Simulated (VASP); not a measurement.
# Ge (Cmcm) in VASP: settings compared

Ge is run at these levels: PBE, PBEsol; tasks: vibrations by perturbation theory.

Everything below comes from runs of VASP 6.6.1. Logs are shortened: lines on timing, memory, paths and dates and some standing lists are left out, and cuts for length are marked.

**1. The cell of the first run**

Symmetry: Cmcm, No. 63, orthorhombic system. The conventional cell has a = 2.976 Å, b = 5.189 Å, c = 4.728 Å, α = 90.00°, β = 90.00°, γ = 90.00°. Ge (site symmetry m2m) has 12 Ge at 2.92 to 2.99 Å within 3.9 Å.

This isn't the form of Ge at room conditions, which is diamond.

**2. Vibrations by perturbation theory, PBE**

INCAR reads:

```
SYSTEM = Ge
  PREC = Accurate
  ENCUT = 520
  EDIFF = 1E-8
  ISMEAR = -1
  SIGMA = 0.05
  LREAL = .FALSE.
  LASPH = .TRUE.
  NELM = 80
  ALGO = Normal
  ISIF = 2
  LWAVE = .FALSE.
  LCHARG = .FALSE.
  GGA = PE
  IBRION = 8
  NSW = 1
```

KPOINTS reads:

```
Automatic mesh
0
G
  10 10 6
  0 0 0
```

POSCAR reads:

```
Ge
1.0
    1.4880529250     -2.5946896100      0.0000000000
    1.4880529250      2.5946896100      0.0000000000
    0.0000000000      0.0000000000      4.7275957900
Ge
2
Direct
    0.3334466300      0.6665533700      0.2500000000
    0.6665533700      0.3334466300      0.7500000000
```

Potentials or basis: VASP PAW PBE potentials, release 64 (Ge_d).

Command:

```console
$ cat potpaw_PBE.64/Ge_d/POTCAR > POTCAR
$ mpirun -np 1 vasp_std > vasp.out
```

OUTCAR:

```text
SYSTEM = Ge
   PREC = Accurate
   ENCUT = 520
   EDIFF = 1E-8
   ISMEAR = -1
   LREAL = .FALSE.
   LASPH = .TRUE.
   NELM = 80
   ISIF = 2
   GGA = PE
   IBRION = 8
   NSW = 1

 ion  position               nearest neighbor table
   1  0.333  0.667  0.250-
   2  0.667  0.333  0.750-

  LATTYP: Found a base centered orthorhombic cell.
 ALAT       =     2.9761058500
 B/A-ratio  =     1.7436809984
 C/A-ratio  =     1.5885173540

  Lattice vectors:

 A1 = (   1.4880529250,  -2.5946896100,   0.0000000000)
 A2 = (   1.4880529250,   2.5946896100,   0.0000000000)
 A3 = (   0.0000000000,   0.0000000000,   4.7275957900)

Analysis of symmetry for initial positions (statically):
=====================================================================
 Subroutine PRICEL returns:
 Original cell was already a primitive cell.

 Routine SETGRP: Setting up the symmetry group for a
 base centered orthorhombic supercell.

 Subroutine GETGRP returns: Found  8 space group operations
 (whereof  4 operations were pure point group operations)
 out of a pool of  8 trial point group operations.

The static configuration has the point symmetry C_2h.
 The point group associated with its full space group is D_2h.

Analysis of symmetry for dynamics (positions and initial velocities):
=====================================================================
 Subroutine PRICEL returns:
 Original cell was already a primitive cell.

 Routine SETGRP: Setting up the symmetry group for a
 base centered orthorhombic supercell.

 Subroutine GETGRP returns: Found  8 space group operations
 (whereof  4 operations were pure point group operations)
 out of a pool of  8 trial point group operations.

The dynamic configuration has the point symmetry C_2h.
 The point group associated with its full space group is D_2h.

 Subroutine INISYM returns: Found  8 space group operations
 (whereof  4 operations are pure point group operations),
 and found     1 'primitive' translations

----------------------------------------------------------------------------------------

                                     Primitive cell

  volume of cell :      36.5068

  direct lattice vectors                    reciprocal lattice vectors
     1.488052925 -2.594689610  0.000000000     0.336009554 -0.192701277  0.000000000
     1.488052925  2.594689610  0.000000000     0.336009554  0.192701277  0.000000000
     0.000000000  0.000000000  4.727595790     0.000000000  0.000000000  0.211524006

  length of vectors
     2.991106096  2.991106096  4.727595790     0.387345069  0.387345069  0.211524006

  position of ions in fractional coordinates (direct lattice)
     0.333446630  0.666553370  0.250000000
     0.666553370  0.333446630  0.750000000

  ion indices of the primitive-cell ions
   primitive index   ion index
                 1           1
                 2           2

----------------------------------------------------------------------------------------

 KPOINTS: Automatic mesh

Automatic generation of k-mesh.
 Grid dimensions read from file:
 generate k-points for:   10   10    6

 Generating k-lattice:

  Cartesian coordinates                     Fractional coordinates (reciprocal lattice)
[... 83 lines left out ...]
  Thomas-Fermi vector in A             =   2.610289
   LORBIT       =      0    0 simple, 1 ext, 2 COOP (PROOUT), +10 PAW based schemes
   GGA     = PE    functional components
   LHFCALC =     F    Hartree Fock is set to
   AEXX    =    0.0000 exact exchange contribution
   IVDW    =     0    specifies the selected vdW correction
   LEPSILON=     F    determine dielectric tensor
   LRPA    =     F    only Hartree local field effects (RPA)
 non-spin polarized calculation
  energy-cutoff  :      520.00
  volume of cell :       36.51
 maximum number of plane-waves:      1014
 NGX is ok and might be reduce to    24
   NGX = 11   NGY = 11   NGZ = 17

--------------------------------------- Ionic step        1  -------------------------------------------

 number of electron      28.0000012 magnetization

 Free energy of the ion-electron system (eV)
  ---------------------------------------------------
  ext. energy  EPLUGINS =         0.00000000
  ---------------------------------------------------
  free energy    TOTEN  =        -8.36564374 eV

  energy without entropy =       -8.35716880  energy(sigma->0) =       -8.36140627

 E-fermi :   7.0540     XC(G=0): -11.4668

 val. band max:        7.0319223033   @ k =   0.5000   0.3000   0.1667
 cond. band min:       7.0612990562   @ k =   0.3000   0.2000   0.5000
 fundamental gap:      0.0293767529
 Fermi energy:         7.0539573741

 k-point     1 :       0.0000    0.0000    0.0000
  band No.  band energies     occupation
      1     -17.5981      2.00000
      2     -17.5887      2.00000
      3     -17.5858      2.00000
      4     -17.5850      2.00000
      5     -17.5795      2.00000
      6     -17.5762      2.00000
[... 481 lines left out ...]
      5     -17.5553      2.00000
      6     -17.5435      2.00000
[... 10 lines left out ...]
     17       8.6177      0.00000
     18       8.8839      0.00000

 [... further k-points ...]

------------------------ aborting loop because EDIFF is reached ----------------------------------------

  FORCE on cell =-STRESS in cart. coord.  units (eV):
  Direction    XX          YY          ZZ          XY          YZ          ZX
  --------------------------------------------------------------------------------------
  -------------------------------------------------------------------------------------
  Total        0.7771784      0.8237429      1.3769637      0.0000000      0.0000000      0.0000000
  in kB       34.1080740     36.1516523     60.4308844      0.0000000      0.0000000      0.0000000
  external PRESSURE =      43.5635369 kB  Pullay stress =       0.0000000 kB

 VOLUME and BASIS-vectors are now :
 -----------------------------------------------------------------------------
  energy-cutoff  :      520.00
  volume of cell :       36.51
      direct lattice vectors                 reciprocal lattice vectors
     1.488052925 -2.594689610  0.000000000     0.336009554 -0.192701277  0.000000000
     1.488052925  2.594689610  0.000000000     0.336009554  0.192701277  0.000000000
     0.000000000  0.000000000  4.727595790     0.000000000  0.000000000  0.211524006

 POSITION                                       TOTAL-FORCE (eV/Angst)
 -----------------------------------------------------------------------------------
      1.48805      0.86431      1.18190         0.000000     -0.000936      0.000000
      1.48805     -0.86431      3.54570         0.000000      0.000936     -0.000000
 -----------------------------------------------------------------------------------
    total drift:                                0.000000     -0.000000      0.000000

  FREE ENERGIE OF THE ION-ELECTRON SYSTEM (eV)
  ---------------------------------------------------
  free  energy   TOTEN  =        -8.3656437404 eV

  energy  without entropy=       -8.3571687975  energy(sigma->0) =       -8.36140627

[... ionic steps 2 to 3 ...]

--------------------------------------- Ionic step        4  -------------------------------------------

------------------------ aborting loop because EDIFF is reached ----------------------------------------

--------------------------------------- Ionic step        5  -------------------------------------------

------------------------ aborting loop because EDIFF is reached ----------------------------------------

--------------------------------------- Ionic step        6  -------------------------------------------

 Free energy of the ion-electron system (eV)
  ---------------------------------------------------
  ---------------------------------------------------
  free energy    TOTEN  =        -0.20763276 eV

  energy without entropy =       -0.20763276

------------------------ aborting loop because EDIFF is reached ----------------------------------------

 INTERNAL STRAIN TENSOR  FOR ION    1  DIRECTION 3   (eV/Angst):
 -----------------------------------------------------------------------------
    -0.02544  0.00000  0.00000
     0.00000  0.01642  0.02257
     0.00000  0.02812  0.01016

 INTERNAL STRAIN TENSOR FOR ION    2 for displacements in x,y,z  (eV/Angst):
          X           Y           Z          XY          YZ          ZX
  --------------------------------------------------------------------------------
  x     0.00000     0.00000     0.00000    -0.58503     0.00000     0.00000
  y    -0.00481    -0.00764    -0.07250     0.00000     0.00000     0.00000
  z     0.00000     0.00000     0.00000     0.00000    -0.02812     0.00000

 SECOND DERIVATIVES (NOT SYMMETRIZED)
 ------------------------------------
               1X          1Y          1Z          2X          2Y          2Z
  1X    -0.080339    0.000000    0.000000    0.080339    0.000000    0.000000
  1Y     0.000000   -0.146010    0.000000    0.000000    0.146010    0.000000
  1Z     0.000000    0.000000   -0.044503    0.000000   -0.000000    0.044503
  2X     0.080339    0.000000    0.000000   -0.080339    0.000000    0.000000
  2Y     0.000000    0.146010    0.000000    0.000000   -0.146010    0.000000
  2Z     0.000000   -0.000000    0.044503    0.000000    0.000000   -0.044503

 Eigenvectors and eigenvalues of the dynamical matrix
 ----------------------------------------------------

   1 f  =    0.991422 THz     6.229287 2PiTHz   33.070271 cm-1     4.100189 meV
             X         Y         Z           dx          dy          dz
      1.488053  0.864309  1.181899     0.000000    0.707107    0.000000
      1.488053 -0.864309  3.545697     0.000000   -0.707107    0.000000
[... 21 lines left out ...]
   6 f  =    0.000000 THz     0.000000 2PiTHz    0.000000 cm-1     0.000000 meV
             X         Y         Z           dx          dy          dz
      1.488053  0.864309  1.181899     0.000000   -0.707107   -0.000000
      1.488053 -0.864309  3.545697     0.000000   -0.707107    0.000000

--------------------------------------------------------------------------------------------------------

 ELASTIC MODULI CONTR FROM IONIC RELAXATION (kBar)
 Direction    XX          YY          ZZ          XY          YZ          ZX
 --------------------------------------------------------------------------------
 XX          -0.0070     -0.0110     -0.1048      0.0000      0.0000      0.0000
 YY          -0.0110     -0.0175     -0.1665      0.0000      0.0000      0.0000
 ZZ          -0.1048     -0.1665     -1.5801      0.0000      0.0000      0.0000
 XY           0.0000      0.0000      0.0000   -186.9650      0.0000      0.0000
 YZ           0.0000      0.0000      0.0000      0.0000     -0.7799      0.0000
 ZX           0.0000      0.0000      0.0000      0.0000      0.0000      0.0000
 --------------------------------------------------------------------------------
```

It took 11 min on 1 thread of Intel Xeon 8259CL, shared host; peak memory 0.37 GiB.

Results:

| Property | Result |
| --- | --- |
| Highest phonon frequency at Γ | 33 cm⁻¹ |

Phonon frequencies in cm⁻¹ (negative: imaginary):
```tsv
q point	frequencies
(0.000, 0.000, 0.000)	0 0 0 18 25 33
```

Caveat: the cell stands under pressure or tension, which shifts response properties.

**3. Vibrations by perturbation theory, PBEsol**

INCAR reads:

```
PREC = Accurate ; ENCUT = 520
EDIFF = 1E-8 ; ISMEAR = -1
SIGMA = 0.05 ; LREAL = False
LASPH = True ; NELM = 100
ALGO = Normal ; ISIF = 2
LWAVE = False ; LCHARG = True
GGA = PS ; IBRION = 8
NSW = 1
```

KPOINTS reads:

```
regular mesh
0
Gamma
  10 10 6
```

POSCAR is that of step 2.

Potentials or basis: VASP PAW PBE potentials, release 64 (Ge_d).

Command:

```console
$ cat potpaw_PBE.64/Ge_d/POTCAR > POTCAR
$ mpirun -np 1 vasp_std > vasp.out
```

OUTCAR:

```text
PREC = Accurate
   ENCUT = 520
   EDIFF = 1E-8
   ISMEAR = -1
   LREAL = False
   LASPH = True
   NELM = 100
   ISIF = 2
   GGA = PS
   IBRION = 8
   NSW = 1

 ion  position               nearest neighbor table
   1  0.333  0.667  0.250-
   2  0.667  0.333  0.750-

  LATTYP: Found a base centered orthorhombic cell.
 ALAT       =     2.9761058500
 B/A-ratio  =     1.7436809984
 C/A-ratio  =     1.5885173540

[... 772 lines left out ...]

 Eigenvectors and eigenvalues of the dynamical matrix
 ----------------------------------------------------

   1 f  =    0.912226 THz     5.731684 2PiTHz   30.428579 cm-1     3.772661 meV
             X         Y         Z           dx          dy          dz
      1.488053  0.864309  1.181899     0.000000   -0.707107    0.000000
      1.488053 -0.864309  3.545697     0.000000    0.707107    0.000000
[... 11 lines left out ...]
   4 f  =    0.000000 THz     0.000000 2PiTHz    0.000000 cm-1     0.000000 meV
             X         Y         Z           dx          dy          dz
      1.488053  0.864309  1.181899     0.000000   -0.000000   -0.707107
      1.488053 -0.864309  3.545697     0.000000    0.000000   -0.707107

   5 f/i=    0.000000 THz     0.000000 2PiTHz    0.000000 cm-1     0.000000 meV
             X         Y         Z           dx          dy          dz
      1.488053  0.864309  1.181899    -0.320436    0.630334   -0.000000
      1.488053 -0.864309  3.545697    -0.320436    0.630334    0.000000

   6 f/i=    1.058490 THz     6.650689 2PiTHz   35.307429 cm-1     4.377561 meV
             X         Y         Z           dx          dy          dz
      1.488053  0.864309  1.181899     0.000000   -0.000000   -0.707107
      1.488053 -0.864309  3.545697     0.000000    0.000000    0.707107

--------------------------------------------------------------------------------------------------------

 ELASTIC MODULI CONTR FROM IONIC RELAXATION (kBar)
 Direction    XX          YY          ZZ          XY          YZ          ZX
 --------------------------------------------------------------------------------
 XX          -0.7775      0.9563      1.2188      0.0000     -0.0000      0.0000
 YY           0.9563     -1.1763     -1.4991     -0.0000      0.0000      0.0000
 ZZ           1.2188     -1.4991     -1.9105     -0.0000      0.0000      0.0000
 XY           0.0000     -0.0000     -0.0000   -202.4804      0.0000      0.0000
 YZ          -0.0000      0.0000      0.0000      0.0000     -0.0000      0.0000
 ZX           0.0000      0.0000      0.0000      0.0000      0.0000      0.0000
 --------------------------------------------------------------------------------
```

OSZICAR:

```text
N       E                     dE             d eps       ncg     rms          rms(c)
DAV:   1     0.151171234920E+03    0.15117E+03   -0.15193E+04  4696   0.444E+03
DAV:   2     0.824235044945E+01   -0.14293E+03   -0.14035E+03  4478   0.518E+02
DAV:   3    -0.889784374947E+01   -0.17140E+02   -0.16901E+02  4904   0.133E+02
DAV:   4    -0.937924885783E+01   -0.48141E+00   -0.47651E+00  5218   0.253E+01
[... 63 lines left out ...]
RMM:  15    -0.208002013069E+00    0.18517E-09    0.46741E-07  6606   0.293E-05    0.770E-07
RMM:  16    -0.208002058429E+00   -0.45360E-07    0.15694E-08  5970   0.260E-05    0.775E-07
RMM:  17    -0.208002050093E+00    0.83359E-08    0.12048E-07  5484   0.242E-05    0.914E-07
RMM:  18    -0.208002054174E+00   -0.40809E-08    0.79734E-08  5183   0.232E-05    0.382E-07
 Linear response finished
```

It took 8.7 min on 1 thread of Intel Xeon 8259CL, shared host; peak memory 0.37 GiB.

What came out:

```yaml
Highest_phonon_frequency_at_Γ: 30 cm⁻¹
Most_unstable_mode: 35i cm⁻¹
```

Phonon frequencies in cm⁻¹ (negative: imaginary):
| q point | frequencies |
| --- | --- |
| (0.000, 0.000, 0.000) | -35 0 0 0 21 30 |

Caveat: some modes are imaginary; the PAW data sets were made with another functional, which shifts forces and pressure a little.
